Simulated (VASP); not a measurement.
Write the native input for VASP 6.6.1 that does the following.

```yaml
Task: single point
Functional: PBE
Potentials_or_basis: VASP PAW PBE potentials, release 64 (Rb_sv)
Cutoff: 520 eV
k_mesh: 10 × 10 × 10
Occupations: gaussian, width 0.1 eV
Spin: no spin polarisation
Dipole_correction: no
Further_INCAR_settings: ALGO = Fast; EDIFF = 1e-07; NBANDS = 10
```

The structure of Rb lies in POSCAR:

```
Rb
1.0
   -2.7771374859      2.7771374859      2.7771374859
    2.7771374859     -2.7771374859      2.7771374859
    2.7771374859      2.7771374859     -2.7771374859
Rb
1
Direct
    0.0000000000      0.0000000000      0.0000000000
```

This cell differs from its parent crystal: volume scaled by 0.94.

One way to write it, as run:

INCAR

```
  PREC = Accurate
  ENCUT = 520
  EDIFF = 1E-7
  ISMEAR = 0
  SIGMA = 0.1
  LREAL = False
  LASPH = True
  NELM = 100
  ALGO = Fast
  ISIF = 2
  LWAVE = False
  LCHARG = False
  GGA = PE
  NBANDS = 10
```

KPOINTS

```
regular mesh
0
Gamma
  10 10 10
```

Potentials or basis: VASP PAW PBE potentials, release 64 (Rb_sv).

Command:

```sh
$ cat potpaw_PBE.64/Rb_sv/POTCAR > POTCAR
$ mpirun -np 1 vasp_std > vasp.out
```

It gave:

```yaml
Pressure: 0.2 GPa
```

Run time: 50 s on 1 thread of Intel(R) Xeon(R) Platinum 8259CL CPU @ 2.50GHz (Skylake/Cascade Lake) (shared host), peak memory 0.21 GiB.
